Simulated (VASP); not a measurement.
Input of a VASP 6.6.1 run:

INCAR

```
SYSTEM = Ag
ALGO = Normal
EDIFF = 1E-8
ENCUT = 520
ISIF = 2
ISMEAR = -1
LASPH = .True.
LCHARG = .False.
LEFG = .True.
LREAL = .False.
LWAVE = .False.
NBANDS = 12
NELM = 60
PREC = Accurate
SIGMA = 0.05
```

The input KPOINTS:

```
k-points
0
Gamma
  15 15 15
  0 0 0
```

Contents of POSCAR:

```
Ag
1.0
    0.0000000000      2.0013923787      2.0013923787
    2.0013923787      0.0000000000      2.0013923787
    2.0013923787      2.0013923787      0.0000000000
Ag
1
Direct
    0.0000000000      0.0000000000      0.0000000000
```

Potentials or basis: VASP PAW LDA potentials, release 64 (Ag).

Run with:

```sh
$ cat potpaw_LDA.64/Ag/POTCAR > POTCAR
$ mpirun -np 1 vasp_std > vasp.out
```

Q: What does it give for the pressure?

A: -0.2 GPa.

Caveat: without QUAD_EFG the Cq values of the log hold for a quadrupole moment of 1 mb, not for the nuclei.
